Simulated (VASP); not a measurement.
**Pt: single point with PBE**

Pt:

```xyz
2
Lattice="2.7585 0.0000 0.0000 -1.3793 2.3890 0.0000 0.0000 0.0000 4.8412" Properties=species:S:1:pos:R:3 pbc="T T T"
Pt    1.3793    0.7963    3.6309
Pt    0.0000    1.5926    1.2103
```

```json
{"Program": "VASP 6.6.1", "Task": "single point", "Functional": "PBE", "Potentials or basis": "VASP PAW PBE potentials, release 64 (Pt)", "Cutoff": "520 eV", "k mesh": "18 × 18 × 10", "Occupations": "gaussian, width 0.15 eV", "Spin": "no spin polarisation"}
```

| Item | Value |
| --- | --- |
| Pressure | -2.9 GPa |
| Band gap on the k mesh | zero (band 10 reaches 10.71 eV, above the bottom of band 11 at 9.43 eV) |

Stress tensor (GPa, compression positive):
```
-2.13  0.00  0.00
 0.00 -2.13  0.00
 0.00  0.00 -4.57
```

Levels at points of the mesh, in eV from the Fermi level:
```csv
k point,band 6,band 7,band 8,band 9,band 10,band 11,band 12,band 13,band 14,band 15
"(0.00, 0.00, 0.00)",-3.02,-3.02,-1.69,-1.69,-0.73,-0.21,-0.21,4.48,15.21,15.51
"(0.50, 0.00, 0.00)",-2.89,-2.48,-0.03,0.34,0.52,2.27,3.76,7.21,8.72,9.41
"(0.00, 0.00, 0.50)",-3.35,-3.35,-3.35,-0.76,-0.76,-0.76,-0.76,11.61,11.61,15.61
"(0.50, 0.00, 0.50)",-1.73,-0.81,-0.81,0.44,0.44,1.72,1.72,6.45,6.45,13.96
```

Wall time 77 s on 1 thread of Intel(R) Xeon(R) Platinum 8488C (Sapphire Rapids) (shared host), peak memory 0.23 GiB.

Caveat: spin-orbit coupling is left out, which moves the levels of the heavy elements.
